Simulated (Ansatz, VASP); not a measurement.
# In2O3 in VASP and in Ansatz

```xyz
10
Lattice="2.7539 1.5900 4.8534 -2.7539 1.5900 4.8534 0.0000 -3.1800 4.8534" Properties=species:S:1:pos:R:3 pbc="T T T"
In    0.0000    0.0000    5.1990
In    0.0000    0.0000    2.0811
In    0.0000    0.0000    9.3612
In    0.0000    0.0000   12.4792
O    -1.1204    1.5900    8.4935
O    -0.8167   -1.7653    8.4935
O     1.9372    0.1753    8.4935
O     1.1204   -1.5900    6.0668
O     0.8167    1.7653    6.0668
O    -1.9372   -0.1753    6.0668
```

Alike in both runs: functional r2SCAN; k mesh 6 × 6 × 6; occupations gaussian, width 0.02 eV; no spin polarisation.

Ansatz relaxed the structure, and its values are those at the end. VASP's run is a single point on that final structure, the one shown.

|  | VASP | Ansatz |
| --- | --- | --- |
| version | VASP 6.6.1 | Ansatz 0.2.0 |
| potentials or method | VASP PAW PBE potentials, release 64 (In_d, O), cutoff 520 eV | scalar-relativistic, plane waves, PAW |
| valence electrons in the cell | 88 | 88 |

```csv
,VASP,Ansatz,Ansatz less VASP
gap on the k mesh at the Fermi level (eV),1.81,1.80,-0.009
least direct gap on the mesh (eV),1.85,1.84,-0.009
pressure (GPa),1.1,0.0,-1.06
rms of the force components (eV/Å),0.008,0.001,-0.0075
```

VASP's potentials were made for PBE, not for r2SCAN.
